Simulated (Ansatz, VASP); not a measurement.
**One calculation of ScPd, two programs**

```
CELL_PARAMETERS angstrom
3.28300 0.00000 0.00000
0.00000 3.28300 0.00000
0.00000 0.00000 3.28300
ATOMIC_POSITIONS crystal
Sc 0.50000 0.50000 0.50000
Pd 0.00000 0.00000 0.00000
```

Alike in both runs: task single point; functional LDA; k mesh 9 × 9 × 9; occupations fermi-dirac, width 0.05 eV; no spin polarisation.

```csv
,VASP,Ansatz
version,VASP 6.6.1,Ansatz 0.2.0
potentials or method,"VASP PAW LDA potentials, release 64 (Sc_sv, Pd), cutoff 520 eV","all-electron LAPW, scalar-relativistic"
```

Ansatz gave:

| Quantity | Value |
| --- | --- |
| pressure (GPa) | -5.9 |

Task: Estimate VASP's values.

Result: Pressure (GPa): -5.4.

LDA's correlation is that of Perdew and Zunger in VASP and of Perdew and Wang (1992) in Ansatz. Ansatz ran all-electron here, and VASP with PAW potentials.
